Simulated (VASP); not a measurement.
A run of VASP 6.6.1:

Contents of INCAR:

```
PREC = Accurate ; ENCUT = 520
EDIFF = 1E-6 ; ISMEAR = 0
SIGMA = 0.1 ; LREAL = F
LASPH = T ; NELM = 60
ALGO = Normal ; ISIF = 2
LWAVE = F ; LCHARG = F
GGA = PE ; NBANDS = 40
```

KPOINTS

```
Automatic mesh
0
Gamma
  6 6 4
```

Contents of POSCAR:

```
ZrO3
1.0
    4.1137688695      0.0000000000      0.0119456850
    0.0000000000      3.2613543705      0.0000000000
   -0.9228759161      0.0000000000      7.6621768400
Zr O
2 6
Direct
    0.2830986085      0.7500000000      0.6514873188
    0.7169013915      0.2500000000      0.3485126812
    0.8638159507      0.7500000000      0.1926375088
    0.1361840493      0.2500000000      0.8073624912
    0.2407320353      0.2500000000      0.4571634365
    0.7592679647      0.7500000000      0.5428365635
    0.4979921282      0.2500000000      0.8077892717
    0.5020078718      0.7500000000      0.1922107283
```

Potentials or basis: VASP PAW PBE potentials, release 64 (Zr_sv, O).

Launch:

```bash
$ cat potpaw_PBE.64/Zr_sv/POTCAR potpaw_PBE.64/O/POTCAR > POTCAR
$ mpirun -np 1 vasp_std > vasp.out
```

Hardware: 1 thread of Intel(R) Xeon(R) Platinum 8375C CPU @ 2.90GHz (Ice Lake), on a shared host.

**Question.** Estimate the wall time of this run.

**Answer.** Run time: 3.2 min on 1 thread of Intel(R) Xeon(R) Platinum 8375C CPU @ 2.90GHz (Ice Lake), with other jobs on the host, peak memory 0.3 GiB. Counts: scf iterations 15, k points 56.
